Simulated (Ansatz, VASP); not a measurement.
**TiC: VASP beside Ansatz**

```
CELL_PARAMETERS angstrom
0.06492 2.19646 2.19646
2.19646 0.06492 2.19646
2.19646 2.19646 0.06492
ATOMIC_POSITIONS crystal
Ti 0.00000 0.00000 0.00000
C 0.50000 0.50000 0.50000
```

Change from the starting cell: equal xy, yz and zx shear strains of +3 %, crystal datasets.

Alike in both runs: task electric field gradients; functional PBEsol; k mesh 16 × 16 × 16; occupations fermi-dirac, width 0.03 eV; no spin polarisation.

|  | VASP | Ansatz |
| --- | --- | --- |
| version | VASP 6.6.1 | Ansatz 0.2.0 |
| potentials or method | VASP PAW PBE potentials, release 64 (Ti_sv, C), cutoff 520 eV | all-electron PAW with datasets made for the crystal, scalar-relativistic |

```tsv
	VASP	Ansatz	Ansatz less VASP
pressure (GPa)	-5.7	-6.0	-0.30
traceless stress, the component that is largest in VASP (GPa)	-5.20	-5.22	-0.025
size of Vzz on the site where it differs most (V/Å²)	2.6	2.3	-0.28
```

VASP's potentials were made for PBE, not for PBEsol. Ansatz ran all-electron here, and VASP with PAW potentials.
